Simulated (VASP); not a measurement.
**Mg5Se: relaxation of shape and atoms at fixed volume with PBE**

Mg5Se:

```xyz
6
Lattice="3.4579 0.0000 0.0000 -1.7290 2.9947 0.0000 0.0000 0.0000 12.8909" Properties=species:S:1:pos:R:3 pbc="T T T"
Mg    1.7290    0.9982   11.2345
Mg    0.0000    1.9964    1.6563
Mg    0.0000    1.9964    8.8363
Mg    0.0000    0.0000    6.4454
Mg    1.7290    0.9982    4.0545
Se    0.0000    0.0000    0.0000
```

```yaml
Program: VASP 6.6.1
Task: relaxation of shape and atoms at fixed volume
Functional: PBE
Potentials_or_basis: VASP PAW PBE potentials, release 64 (Mg, Se)
Cutoff: 600 eV
k_mesh: 12 × 12 × 4
Occupations: gaussian, width 0.1 eV
Spin: no spin polarisation
Dipole_correction: no
Further_INCAR_settings: ALGO = Normal; EDIFF = 1e-06; IBRION = 2; EDIFFG = -0.01; NSW = 50; ISIF = 4
```

```yaml
Energy_gained_by_relaxing: 0.3 meV/atom
Ionic_steps: 6
Pressure_after_relaxing: 3.8 GPa
Largest_force_after_relaxing: 0.009 eV/Å
Band_gap_on_the_k_mesh: zero (bands 8 and 9 overlap by 1.51 eV)
```

Forces in eV/Å, atoms in the order of the input:
```
Mg   0.000  0.000  0.005
Mg   0.000  0.000 -0.005
Mg   0.000  0.000 -0.009
Mg   0.000  0.000  0.000
Mg   0.000  0.000  0.009
Se   0.000  0.000  0.000
```

The path:
```tsv
step	energy change (eV)	largest force (eV/Å)	pressure (GPa)	volume (Å³)
1	0.0000	0.1220	3.93	133.49
2	-0.0014	0.0636	3.85	133.49
3	-0.0018	0.0256	3.78	133.49
4	-0.0018	0.0241	3.79	133.49
5	-0.0019	0.0203	3.79	133.49
6	-0.0020	0.0089	3.78	133.49
```

Final structure:
```
Mg Se
1.0
     3.45528    0.00000    0.00000
    -1.72764    2.99236    0.00000
     0.00000    0.00000   12.91065
Mg Se
5 1
Direct
  0.66667 0.33333 0.87037
  0.33333 0.66667 0.12963
  0.33333 0.66667 0.68502
  0.00000 0.00000 0.50000
  0.66667 0.33333 0.31498
  0.00000 0.00000 0.00000
```

Levels at points of the mesh, in eV from the Fermi level:
```
           k point  band 6  band 7  band 8  band 9  band 10  band 11
(0.00, 0.00, 0.00)   -0.91   -0.31   -0.31    0.63     4.91     5.03
(0.50, 0.00, 0.00)   -1.74   -1.68   -0.95   -0.02     0.01     1.01
(0.00, 0.00, 0.50)   -2.21   -0.31   -0.31    2.22     2.91     5.19
(0.50, 0.00, 0.50)   -1.74   -1.36   -1.20   -0.80     0.90     1.52
```

It took 3.4 min on 1 thread of Intel(R) Xeon(R) 6975P-C (Granite Rapids) (shared host), peak memory 0.39 GiB.
